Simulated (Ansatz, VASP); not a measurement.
# Two plane-wave programs on NaCl

Contents of POSCAR:

```
NaCl
1.0
    0.0000000000      2.8928830000      2.8928830000
    2.8928830000      0.0000000000      2.8928830000
    2.8928830000      2.8928830000      0.0000000000
Na Cl
1 1
Direct
    0.0000000000      0.0000000000      0.0000000000
    0.5000000000      0.5000000000      0.5000000000
```

INCAR.step1

```
SYSTEM = NaCl
PREC = Accurate ; ENCUT = 520
ISMEAR = 1 ; SIGMA = 0.1
LREAL = .FALSE. ; LASPH = .TRUE.
NELM = 60 ; NBANDS = 14
GGA = PE ; ALGO = Normal
EDIFF = 1E-4 ; LWAVE = .TRUE.
LCHARG = .FALSE.
```

Contents of INCAR.step2:

```
SYSTEM = NaCl
PREC = Accurate ; ENCUT = 520
EDIFF = 1E-6 ; ISMEAR = 1
SIGMA = 0.1 ; LREAL = .FALSE.
LASPH = .TRUE. ; NELM = 60
ALGO = Normal ; ISIF = 2
LWAVE = .FALSE. ; LCHARG = .FALSE.
METAGGA = R2SCAN ; LMIXTAU = .TRUE.
NBANDS = 14 ; ISTART = 1
```

Contents of KPOINTS:

```
regular mesh
0
G
  5 5 5
  0 0 0
```

Input for Ansatz:

```yaml
crystal:
  lattice:
    - [0.0, 2.892883, 2.892883]
    - [2.892883, 0.0, 2.892883]
    - [2.892883, 2.892883, 0.0]
  atoms:
    - { symbol: Na, position: [0.0, 0.0, 0.0] }
    - { symbol: Cl, position: [0.5, 0.5, 0.5] }
  symmetry: { tolerance: 0.0003 }
kpoints:
  mp_grid: { grid: [5, 5, 5], shift: [0, 0, 0] }
magnetization:
  spin_polarized: false
scf:
  occupations: { method: methfessel_paxton, width: 0.1 }
  algorithm: density_mixing
hamiltonian:
  pseudopotentials: { kind: paw }
  xc: r2scan
basis:
  ecutwfc: 500
output:
  forces: true
  stress: true
  eigenvalues: true
accuracy: high
```

Alike in both runs: task single point; functional r2SCAN; k mesh 5 × 5 × 5; occupations methfessel-paxton of order 1, width 0.1 eV; no spin polarisation.

|  | VASP | Ansatz |
| --- | --- | --- |
| version | VASP 6.6.1 | Ansatz 0.2.0 |
| potentials or method | VASP PAW PBE potentials, release 64 (Na_pv, Cl), cutoff 520 eV | PAW plane waves |
| valence electrons in the cell | 14 | 16 |

```tsv
	VASP	Ansatz	Ansatz less VASP
gap on the k mesh at the Fermi level (eV)	5.62	5.60	-0.023
pressure (GPa)	-2.3	-2.1	+0.26
```

VASP's potentials were made for PBE, not for r2SCAN. VASP's potentials hold 14 valence electrons a cell and Ansatz's 16, so a difference there can come from the potentials and not from the codes.
